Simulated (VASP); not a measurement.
A run of VASP 6.6.1 is set up as follows.

Contents of INCAR:

```
PREC     = Accurate       # precision mode
ENCUT    = 600            # plane-wave cutoff, eV
EDIFF    = 1E-6           # SCF threshold, eV
ISMEAR   = -1             # smearing method
SIGMA    = 0.05           # smearing width, eV
LREAL    = F              # projectors in reciprocal space
LASPH    = T              # aspherical terms in the spheres
NELM     = 200            # most SCF steps
ALGO     = Normal         # electronic algorithm
ISIF     = 2              # what is computed and relaxed
LWAVE    = F              # write WAVECAR
LCHARG   = T              # write CHGCAR
ISPIN    = 2              # spin polarisation
MAGMOM   = 4 0            # initial moments
LORBIT   = 11             # projections on sites
NUPDOWN  = 4.0            # fixed moment
LMAXMIX  = 4              # l up to which the mixer works
GGA      = PE             # functional
LELF     = T              # ELF
LVHAR    = T            
NBANDS   = 22             # bands
GGA_COMPAT= F
```

KPOINTS

```
regular mesh
0
Gamma
  10 10 10
```

Contents of POSCAR:

```
CoO
1.0
   -1.5080004400      1.5080004400      2.1072503600
    1.5080004400     -1.5080004400      2.1072503600
    1.5080004400      1.5080004400     -2.1072503600
Co O
1 1
Direct
    0.0000000000      0.0000000000      0.0000000000
    0.5000000000      0.5000000000      0.0000000000
```

Potentials or basis: VASP PAW PBE potentials, release 64 (Co_sv, O).

Run with:

```console
$ cat potpaw_PBE.64/Co_sv/POTCAR potpaw_PBE.64/O/POTCAR > POTCAR
$ mpirun -np 1 vasp_std > vasp.out
```

Task: What does it give for the pressure?

Result: 22.3 GPa.

Stress tensor (GPa, compression positive):
```
22.04  0.00  0.00
 0.00 22.04  0.00
 0.00  0.00 22.88
```

Caveat: the cell stands under pressure; the total moment is fixed, so each spin has its own Fermi level; a cell with one magnetic atom can't hold antiferromagnetic order, which such compounds often take.
